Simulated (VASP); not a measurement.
A run of VASP 6.6.1 is set up as follows.

INCAR

```
PREC = Accurate
ENCUT = 520
EDIFF = 1E-6
ISMEAR = 0
SIGMA = 0.1
LREAL = False
LASPH = True
NELM = 100
ALGO = Fast
ISIF = 2
LWAVE = False
LCHARG = True
GGA = PS
LELF = True
LVHAR = True
NBANDS = 14
```

The input KPOINTS:

```
regular mesh
0
Gamma
  18 18 18
```

POSCAR

```
Rh
1.0
    0.0000000000      1.8708979344      1.8708979344
    1.8708979344      0.0000000000      1.8708979344
    1.8708979344      1.8708979344      0.0000000000
Rh
1
Direct
    0.0000000000      0.0000000000      0.0000000000
```

Potentials or basis: VASP PAW PBE potentials, release 64 (Rh_pv).

Run with:

```sh
$ cat potpaw_PBE.64/Rh_pv/POTCAR > POTCAR
$ mpirun -np 1 vasp_std > vasp.out
```

(1) Predict the pressure.

Results:

(1) 9.5 GPa.

Caveat: the PAW data sets were made with another functional, which shifts forces and pressure a little.
